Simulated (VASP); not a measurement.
**CuI: single point with PBEsol**

Crystal: CuI.

```
I Cu
1.0
     0.00000    3.01115    3.01115
     3.01115    0.00000    3.01115
     3.01115    3.01115    0.00000
I Cu
1 1
Direct
  0.00000 0.00000 0.00000
  0.75000 0.75000 0.75000
```

| Property | Result |
| --- | --- |
| Program | VASP 6.6.1 |
| Task | single point |
| Functional | PBEsol |
| Potentials or basis | VASP PAW PBE potentials, release 64 (I, Cu) |
| Cutoff | 520 eV |
| k mesh | 8 × 8 × 8 |
| Occupations | fermi-dirac, width 0.05 eV |
| Spin | non-collinear spin, zero start, spin-orbit coupling |
| Starting moments | [[0.0, 0.0, 0.0], [0.0, 0.0, 0.0]] μB |
| Dipole correction | no |
| Further INCAR settings | ALGO = Normal; EDIFF = 1e-06; NBANDS = 30 |

| Quantity | Value |
| --- | --- |
| Pressure | -1.6 GPa |
| Net moment | 0.00 μB per cell |
| Valence electrons inside the program's atomic spheres | I 4.29; Cu 9.94 |

Moments on the atoms (μB; x, y, z):
```
I   0.00 0.00 0.00
Cu  0.00 0.00 0.00
```

Run time: 74 s on 1 thread of AMD EPYC 9R45 96-Core Processor (Zen 5) (shared host), peak memory 0.33 GiB.

Caveat: the PAW data sets were made with another functional, which shifts forces and pressure a little.
